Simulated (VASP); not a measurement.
Input of a VASP 6.6.1 run:

INCAR

```
SYSTEM = Al
PREC     = Accurate       ! precision mode
ENCUT    = 520            ! plane-wave cutoff, eV
EDIFF    = 1E-6           ! SCF threshold, eV
ISMEAR   = -1             ! smearing method
SIGMA    = 0.05           ! smearing width, eV
LREAL    = .FALSE.        ! projectors in reciprocal space
LASPH    = .TRUE.         ! aspherical terms in the spheres
NELM     = 80             ! most SCF steps
ALGO     = Normal         ! electronic algorithm
ISIF     = 2              ! what is computed and relaxed
LWAVE    = .FALSE.        ! write WAVECAR
LCHARG   = .FALSE.        ! write CHGCAR
GGA      = CA             ! functional
NBANDS   = 8              ! bands
```

KPOINTS

```
regular mesh
0
G
  11 11 11
  0 0 0
```

The input POSCAR:

```
Al
1.0
    0.0000000000      2.0514502267      2.0514502267
    2.0514502267      0.0000000000      2.0514502267
    2.0514502267      2.0514502267      0.0000000000
Al
1
Direct
    0.0000000000      0.0000000000      0.0000000000
```

Potentials or basis: VASP PAW LDA potentials, release 64 (Al).

Run with:

```console
$ cat potpaw_LDA.64/Al/POTCAR > POTCAR
$ mpirun -np 1 vasp_std > vasp.out
```

Problem. Estimate the pressure.

Solution. -6.1 GPa.
